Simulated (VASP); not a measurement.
# TaN (rocksalt type) (Fm-3m) in VASP: a series of runs

The runs below take TaN (rocksalt type) through density of states, with LDA.

All numbers are computed with VASP 6.6.1; they aren't measurements. Logs are shortened: lines on timing, memory, paths and dates and some standing lists are left out, and cuts for length are marked.

**1. The cell of the first run**

The structure is cubic, space group Fm-3m (No. 225). The conventional cell has a = 3.562 Å, b = 3.562 Å, c = 3.562 Å, α = 90.00°, β = 90.00°, γ = 90.00°. Within 2.4 Å of Ta (site symmetry m-3m) lie 6 N at 1.78 Å. N (site symmetry m-3m) has 6 Ta at 1.78 Å within 2.4 Å.

**2. Density of states, LDA (volume scaled by 0.55)**

POSCAR

```
TaN
1.0
    0.0000000000      1.7812068456      1.7812068456
    1.7812068456      0.0000000000      1.7812068456
    1.7812068456      1.7812068456      0.0000000000
Ta N
1 1
Direct
    0.0000000000      0.0000000000      0.0000000000
    0.5000000000      0.5000000000      0.5000000000
```

INCAR.step1

```
PREC = Accurate ; ENCUT = 520
EDIFF = 1E-6 ; ISMEAR = -1
SIGMA = 0.05 ; LREAL = F
LASPH = T ; NELM = 60
ALGO = Normal ; ISIF = 2
LWAVE = F ; LCHARG = T
LMAXMIX = 4 ; NBANDS = 15
```

KPOINTS.step1

```
Automatic mesh
0
Gamma
  15 15 15
```

INCAR.step2

```
PREC = Accurate ; ENCUT = 520
EDIFF = 1E-6 ; ISMEAR = -5
SIGMA = 0.05 ; LREAL = F
LASPH = T ; NELM = 60
ALGO = Normal ; ISIF = 2
LWAVE = F ; LCHARG = F
LMAXMIX = 4 ; LORBIT = 11
NEDOS = 1001 ; ICHARG = 11
```

KPOINTS.step2

```
Automatic mesh
0
Gamma
  23 23 23
```

Potentials or basis: VASP PAW LDA potentials, release 64 (Ta_pv, N).

Launch:

```bash
cat potpaw_LDA.64/Ta_pv/POTCAR potpaw_LDA.64/N/POTCAR > POTCAR
cp INCAR.step1 INCAR
cp KPOINTS.step1 KPOINTS
mpirun -np 1 vasp_std > vasp.out
cp INCAR.step2 INCAR
cp KPOINTS.step2 KPOINTS
mpirun -np 1 vasp_std > vasp.out
```

OUTCAR:

```text
PREC = Accurate
   ENCUT = 520
   EDIFF = 1E-6
   ISMEAR = -5
   LREAL = F
   LASPH = T
   NELM = 60
   ISIF = 2
   LORBIT = 11
   ICHARG = 11

 ion  position               nearest neighbor table
   1  0.000  0.000  0.000-   2 1.78   2 1.78   2 1.78   2 1.78   2 1.78   2 1.78
   2  0.500  0.500  0.500-   1 1.78   1 1.78   1 1.78   1 1.78   1 1.78   1 1.78

  LATTYP: Found a face centered cubic cell.
 ALAT       =     3.5624136912

  Lattice vectors:

 A1 = (   0.0000000000,   1.7812068456,   1.7812068456)
 A2 = (   1.7812068456,   0.0000000000,   1.7812068456)
 A3 = (   1.7812068456,   1.7812068456,   0.0000000000)

Analysis of symmetry for initial positions (statically):
=====================================================================
 Subroutine PRICEL returns:
 Original cell was already a primitive cell.

 Routine SETGRP: Setting up the symmetry group for a
 face centered cubic supercell.

 Subroutine GETGRP returns: Found 48 space group operations
 (whereof 48 operations were pure point group operations)
 out of a pool of 48 trial point group operations.

The static configuration has the point symmetry O_h .

Analysis of symmetry for dynamics (positions and initial velocities):
=====================================================================
 Subroutine PRICEL returns:
 Original cell was already a primitive cell.

 Routine SETGRP: Setting up the symmetry group for a
 face centered cubic supercell.

 Subroutine GETGRP returns: Found 48 space group operations
 (whereof 48 operations were pure point group operations)
 out of a pool of 48 trial point group operations.

The dynamic configuration has the point symmetry O_h .

 Subroutine INISYM returns: Found 48 space group operations
 (whereof 48 operations are pure point group operations),
 and found     1 'primitive' translations

----------------------------------------------------------------------------------------

                                     Primitive cell

  volume of cell :      11.3025

  direct lattice vectors                    reciprocal lattice vectors
     0.000000000  1.781206846  1.781206846    -0.280708555  0.280708555  0.280708555
     1.781206846  0.000000000  1.781206846     0.280708555 -0.280708555  0.280708555
     1.781206846  1.781206846  0.000000000     0.280708555  0.280708555 -0.280708555
[... 99 lines left out ...]
   EMIN   =  10.00;   EMAX   =-10.00  energy-range for DOS
   EFERMI =   0.00;   METHOD = LEGACY
   ISMEAR =    -5;   SIGMA  =   0.05  broadening in eV -4-tet -1-fermi 0-gaus
   EFERMI_NEDOS =   21; number of points for ismear=-14 and -15
   IALGO  =     38    algorithm
   IMIX   =      4    mixing-type and parameters
     AMIX     =   0.40;   BMIX     =  1.00
     AMIX_MAG =   1.60;   BMIX_MAG =  1.00
  volume/ion in A,a.u.               =       5.65        38.14
  Fermi-wavevector in a.u.,A,eV,Ry     =   1.838190  3.473676 45.973319  3.378944
  Thomas-Fermi vector in A             =   2.891007
   LORBIT       =     11    0 simple, 1 ext, 2 COOP (PROOUT), +10 PAW based schemes
   GGA     = CA    functional components
   LHFCALC =     F    Hartree Fock is set to
   AEXX    =    0.0000 exact exchange contribution
   IVDW    =     0    specifies the selected vdW correction
   LEPSILON=     F    determine dielectric tensor
   LRPA    =     F    only Hartree local field effects (RPA)
 non-spin polarized calculation
 Fermi weights with tetrahedron method with Bloechl corrections
  energy-cutoff  :      520.00
  volume of cell :       11.30
 maximum number of plane-waves:       322

 number of electron      15.9999998 magnetization

 Free energy of the ion-electron system (eV)
  ---------------------------------------------------
  ext. energy  EPLUGINS =         0.00000000
  ---------------------------------------------------
  free energy    TOTEN  =        -9.82828987 eV

  energy without entropy =       -9.82828987  energy(sigma->0) =       -9.82828987

 E-fermi :  18.0434     XC(G=0): -17.3964

 val. band max:       18.2463164914   @ k =  -0.2609   0.2174   0.0000
 cond. band min:      18.0302492117   @ k =  -0.4783   0.1739   0.0870
 fundamental gap:     -0.2160672798
 Fermi energy:        18.0434116907

 k-point     1 :       0.0000    0.0000    0.0000
  band No.  band energies     occupation
      1     -16.1696      2.00000
      2     -16.1696      2.00000
      3     -16.1696      2.00000
      4      -4.8337      2.00000
      5      12.8431      2.00000
      6      12.8431      2.00000
      7      12.8431      2.00000
      8      13.3406      2.00000
      9      13.3406      2.00000
     10      13.3406      2.00000
     11      18.2793      0.00000
     12      18.2793      0.00000
[... 331 lines left out ...]
 k-point    24 :      -0.4783    0.0435    0.0000
  band No.  band energies     occupation
      1     -22.5048      2.00000
      2     -16.7240      2.00000
      3     -16.6291      2.00000
      4       2.1975      2.00000
      5       3.4325      2.00000
      6       4.7954      2.00000
      7       5.7941      2.00000
      8      22.1518      0.00000
      9      22.6746      0.00000
     10      22.9229      0.00000
     11      25.9651      0.00000
     12      30.8797      0.00000

 [... further k-points ...]

------------------------ aborting loop because EDIFF is reached ----------------------------------------

  FORCE on cell =-STRESS in cart. coord.  units (eV):
  Direction    XX          YY          ZZ          XY          YZ          ZX
  --------------------------------------------------------------------------------------
  -------------------------------------------------------------------------------------
  Total       58.7647013     58.7647013     58.7647013     -0.0000000     -0.0000000      0.0000000
  in kB     8330.1736230   8330.1736230   8330.1736230     -0.0000000     -0.0000000      0.0000000
  external PRESSURE =    8330.1736230 kB  Pullay stress =       0.0000000 kB

 VOLUME and BASIS-vectors are now :
 -----------------------------------------------------------------------------
  energy-cutoff  :      520.00
  volume of cell :       11.30
      direct lattice vectors                 reciprocal lattice vectors
     0.000000000  1.781206846  1.781206846    -0.280708555  0.280708555  0.280708555
     1.781206846  0.000000000  1.781206846     0.280708555 -0.280708555  0.280708555
     1.781206846  1.781206846  0.000000000     0.280708555  0.280708555 -0.280708555

 POSITION                                       TOTAL-FORCE (eV/Angst)
 -----------------------------------------------------------------------------------
      0.00000      0.00000      0.00000        -0.000000     -0.000000     -0.000000
      1.78121      1.78121      1.78121         0.000000      0.000000      0.000000
 -----------------------------------------------------------------------------------
    total drift:                                0.000000     -0.000000      0.000000

  FREE ENERGIE OF THE ION-ELECTRON SYSTEM (eV)
  ---------------------------------------------------
  free  energy   TOTEN  =        -9.8282898734 eV

  energy  without entropy=       -9.8282898734  energy(sigma->0) =       -9.82828987

 total charge

# of ion       s       p       d       tot
------------------------------------------
    1        0.577   6.912   4.126  11.615
    2        1.383   3.132   0.000   4.515
--------------------------------------------------
tot          1.959  10.044   4.126  16.130
```

OUTCAR.step1:

```text
PREC = Accurate
   ENCUT = 520
   EDIFF = 1E-6
   ISMEAR = -1
   LREAL = F
[... 652 lines left out ...]
      0.00000      0.00000      0.00000         0.000000      0.000000     -0.000000
      1.78121      1.78121      1.78121         0.000000     -0.000000      0.000000
 -----------------------------------------------------------------------------------
    total drift:                                0.000000     -0.000000      0.000000

  FREE ENERGIE OF THE ION-ELECTRON SYSTEM (eV)
  ---------------------------------------------------
  free  energy   TOTEN  =        -9.8381795549 eV

  energy  without entropy=       -9.8357836638  energy(sigma->0) =       -9.83698161
```

OSZICAR.step1:

```text
N       E                     dE             d eps       ncg     rms          rms(c)
DAV:   1     0.101517914247E+03    0.10152E+03   -0.86630E+03  3639   0.122E+03
DAV:   2    -0.128107342694E+02   -0.11433E+03   -0.10858E+03  4300   0.328E+02
DAV:   3    -0.147294780062E+02   -0.19187E+01   -0.19151E+01  3887   0.401E+01
DAV:   4    -0.147322630383E+02   -0.27850E-02   -0.27850E-02  4384   0.174E+00
DAV:   5    -0.147322681355E+02   -0.50971E-05   -0.50979E-05  3866   0.694E-02    0.852E+01
DAV:   6    -0.101917986022E+02    0.45405E+01   -0.56752E+00  3747   0.344E+01    0.378E+01
DAV:   7    -0.990251400897E+01    0.28928E+00   -0.51693E-01  4146   0.719E+00    0.169E+01
DAV:   8    -0.984570417873E+01    0.56810E-01   -0.49885E-02  3894   0.304E+00    0.366E+00
DAV:   9    -0.983825145174E+01    0.74527E-02   -0.59254E-03  3901   0.117E+00    0.502E-01
DAV:  10    -0.983818032781E+01    0.71124E-04   -0.18048E-04  4111   0.146E-01    0.140E-01
DAV:  11    -0.983817929337E+01    0.10344E-05   -0.95876E-06  3908   0.296E-02    0.471E-02
DAV:  12    -0.983817955492E+01   -0.26155E-06   -0.51096E-07  2339   0.816E-03
   1 F= -.98381796E+01 E0= -.98369816E+01  d E =-.239589E-02
```

Wall time 25 s (1 thread of Intel Xeon Platinum 8488C (Sapphire Rapids), shared host); peak memory 0.17 GiB.

Levels at points of the mesh, in eV from the Fermi level:
| k point | band 6 | band 7 | band 8 | band 9 | band 10 | band 11 |
| --- | --- | --- | --- | --- | --- | --- |
| (0.00, 0.00, 0.00) | -5.20 | -5.20 | -4.70 | -4.70 | -4.70 | 0.24 |

Caveat: the cell differs from its parent crystal (volume scaled by 0.55); spin-orbit coupling is left out, which moves the levels of the heavy elements; tetrahedron occupations give inexact forces and stress in metals.

**3. Density of states, LDA**

This run uses another cell than the first one, of 10.27 Å³/atom, 1.818 times its volume.

POSCAR

```
TaN
1.0
    0.0000000000      2.1740029333      2.1740029333
    2.1740029333      0.0000000000      2.1740029333
    2.1740029333      2.1740029333      0.0000000000
Ta N
1 1
Direct
    0.0000000000      0.0000000000      0.0000000000
    0.5000000000      0.5000000000      0.5000000000
```

INCAR.step1

```
ALGO = Normal
EDIFF = 1E-6
ENCUT = 520
ISIF = 2
ISMEAR = -1
LASPH = True
LCHARG = True
LMAXMIX = 4
LREAL = False
LWAVE = False
NBANDS = 15
NELM = 60
PREC = Accurate
SIGMA = 0.05
```

KPOINTS.step1

```
k-points
0
Gamma
  15 15 15
```

INCAR.step2

```
ALGO = Normal
EDIFF = 1E-6
ENCUT = 520
ICHARG = 11
ISIF = 2
ISMEAR = -5
LASPH = True
LCHARG = False
LMAXMIX = 4
LORBIT = 11
LREAL = False
LWAVE = False
NEDOS = 1001
NELM = 60
PREC = Accurate
SIGMA = 0.05
```

KPOINTS.step2

```
k-points
0
Gamma
  23 23 23
```

Potentials or basis: VASP PAW LDA potentials, release 64 (Ta_pv, N).

Launch:

```bash
cat potpaw_LDA.64/Ta_pv/POTCAR potpaw_LDA.64/N/POTCAR > POTCAR
cp INCAR.step1 INCAR
cp KPOINTS.step1 KPOINTS
mpirun -np 1 vasp_std > vasp.out
cp INCAR.step2 INCAR
cp KPOINTS.step2 KPOINTS
mpirun -np 1 vasp_std > vasp.out
```

Wall time 50 s (1 thread of Intel Xeon Platinum 8488C (Sapphire Rapids), shared host); peak memory 0.21 GiB.

The run converged. Its results:

| Item | Value |
| --- | --- |
| Valence electrons inside the program's atomic spheres | Ta 9.05; N 3.76 |

Levels at points of the mesh, in eV from the Fermi level:
| k point | band 5 | band 6 | band 7 | band 8 | band 9 | band 10 | band 11 | band 12 |
| --- | --- | --- | --- | --- | --- | --- | --- | --- |
| (0.00, 0.00, 0.00) | -3.86 | -3.86 | -3.86 | -2.23 | -2.23 | -2.23 | 0.01 | 0.01 |

Caveat: spin-orbit coupling is left out, which moves the levels of the heavy elements; tetrahedron occupations give inexact forces and stress in metals.

**4. Density of states, LDA**

This run uses another cell than the first one, of 10.27 Å³/atom, 1.818 times its volume.

POSCAR is that of step 3.

INCAR.step1

```
ALGO = Normal
EDIFF = 1E-6
ENCUT = 520
GGA = CA
ISIF = 2
ISMEAR = -1
LASPH = T
LCHARG = T
LMAXMIX = 4
LREAL = F
LWAVE = F
NBANDS = 15
NELM = 80
PREC = Accurate
SIGMA = 0.05
```

KPOINTS.step1 is that of step 3.

INCAR.step2

```
ALGO = Normal
EDIFF = 1E-6
ENCUT = 520
GGA = CA
ICHARG = 11
ISIF = 2
ISMEAR = -5
LASPH = T
LCHARG = F
LMAXMIX = 4
LORBIT = 10
LREAL = F
LWAVE = F
NEDOS = 1001
NELM = 80
PREC = Accurate
SIGMA = 0.05
```

KPOINTS.step2 is that of step 3.

Launch:

```bash
cat potpaw_LDA.64/Ta_pv/POTCAR potpaw_LDA.64/N/POTCAR > POTCAR
cp INCAR.step1 INCAR
cp KPOINTS.step1 KPOINTS
mpirun -np 1 vasp_std > vasp.out
cp INCAR.step2 INCAR
cp KPOINTS.step2 KPOINTS
mpirun -np 1 vasp_std > vasp.out
```

Run time: 50 s. Hardware: 1 thread of Intel Xeon Platinum 8488C (Sapphire Rapids), shared host; peak memory 0.21 GiB.

The run converged. Its results:

```
Valence electrons inside the program's atomic spheres : Ta 9.05; N 3.76
```

Levels at points of the mesh, in eV from the Fermi level:
```csv
k point,band 6,band 7,band 8,band 9,band 10,band 11
"(0.00, 0.00, 0.00)",-3.86,-3.86,-2.23,-2.23,-2.23,0.01
```

Caveat: spin-orbit coupling is left out, which moves the levels of the heavy elements; tetrahedron occupations give inexact forces and stress in metals.

**5. Density of states, LDA**

This run uses another cell than the first one, of 10.27 Å³/atom, 1.818 times its volume.

POSCAR is that of step 4.

INCAR.step1

```
ALGO = Normal
EDIFF = 1E-6
ENCUT = 520
GGA = CA
GGA_COMPAT = F
ISIF = 2
ISMEAR = -1
LASPH = T
LCHARG = T
LMAXMIX = 4
LORBIT = 11
LREAL = F
LWAVE = F
NBANDS = 16
NEDOS = 2001
NELM = 120
PREC = Accurate
SIGMA = 0.05
```

KPOINTS.step1 is that of step 4.

INCAR.step2: that of step 4 with these lines changed.

```diff
@@ -4,2 +4,3 @@
 GGA = CA
+GGA_COMPAT = F
 ICHARG = 11
@@ -14,3 +15,3 @@
 NEDOS = 1001
-NELM = 80
+NELM = 120
 PREC = Accurate
```

KPOINTS.step2 is that of step 4.

Potentials or basis: VASP PAW LDA potentials, release 64 (Ta_sv_GW, N).

Launch:

```bash
cat potpaw_LDA.64/Ta_sv_GW/POTCAR potpaw_LDA.64/N/POTCAR > POTCAR
cp INCAR.step1 INCAR
cp KPOINTS.step1 KPOINTS
mpirun -np 1 vasp_std > vasp.out
cp INCAR.step2 INCAR
cp KPOINTS.step2 KPOINTS
mpirun -np 1 vasp_std > vasp.out
```

Wall time 45 s (1 thread of Intel Xeon Platinum 8488C (Sapphire Rapids), shared host); peak memory 0.23 GiB.

It converged, with:

```yaml
Valence_electrons_inside_the_program's_atomic_spheres: Ta 11.81; N 3.76
```

Levels at points of the mesh, in eV from the Fermi level:
| k point | band 5 | band 6 | band 7 | band 8 | band 9 | band 10 | band 11 | band 12 | band 13 |
| --- | --- | --- | --- | --- | --- | --- | --- | --- | --- |
| (0.00, 0.00, 0.00) | -18.86 | -3.86 | -3.86 | -3.86 | -2.22 | -2.22 | -2.22 | 0.02 | 0.02 |

Caveat: spin-orbit coupling is left out, which moves the levels of the heavy elements; tetrahedron occupations give inexact forces and stress in metals.
